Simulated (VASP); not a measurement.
Here is a VASP 6.6.1 calculation.

File INCAR:

```
SYSTEM = Ga3Se2
PREC = Accurate
ENCUT = 520
EDIFF = 1E-6
ISMEAR = 0
SIGMA = 0.1
LREAL = .False.
LASPH = .True.
NELM = 60
ALGO = Normal
ISIF = 2
LWAVE = .False.
LCHARG = .False.
GGA = PE
NBANDS = 34
```

Contents of KPOINTS:

```
regular mesh
0
Gamma
  6 6 4
  0 0 0
```

POSCAR

```
Ga3Se2
1.0
    4.2391557175      0.0000000000      0.0000000000
   -2.1195778587      3.6712165419      0.0000000000
    0.0000000000      0.0000000000      6.5954377026
Ga Se
3 2
Direct
    0.0000000000      0.0000000000      0.0000000000
    0.3333333333      0.6666666667      0.6450000000
    0.6666666667      0.3333333333      0.3550000000
    0.3333333333      0.6666666667      0.2450000000
    0.6666666667      0.3333333333      0.7550000000
```

Potentials or basis: VASP PAW PBE potentials, release 64 (Ga_d, Se).

Run with:

```console
$ cat potpaw_PBE.64/Ga_d/POTCAR potpaw_PBE.64/Se/POTCAR > POTCAR
$ mpirun -np 1 vasp_std > vasp.out
```

**Question.** Predict the pressure.

**Answer.** 13.1 GPa.

**Question.** What does it give for the band gap on the k mesh?

**Answer.** Zero (an odd number of electrons rules out a gap without spin polarisation).

**Question.** What does it give for the largest force?

**Answer.** 0.742 eV/Å.

Forces in eV/Å, atoms in the order of the input:
```
Ga   0.000  0.000  0.000
Ga   0.000  0.000  0.261
Ga   0.000  0.000 -0.261
Se   0.000  0.000 -0.742
Se   0.000  0.000  0.742
```

Caveat: the cell stands under pressure.
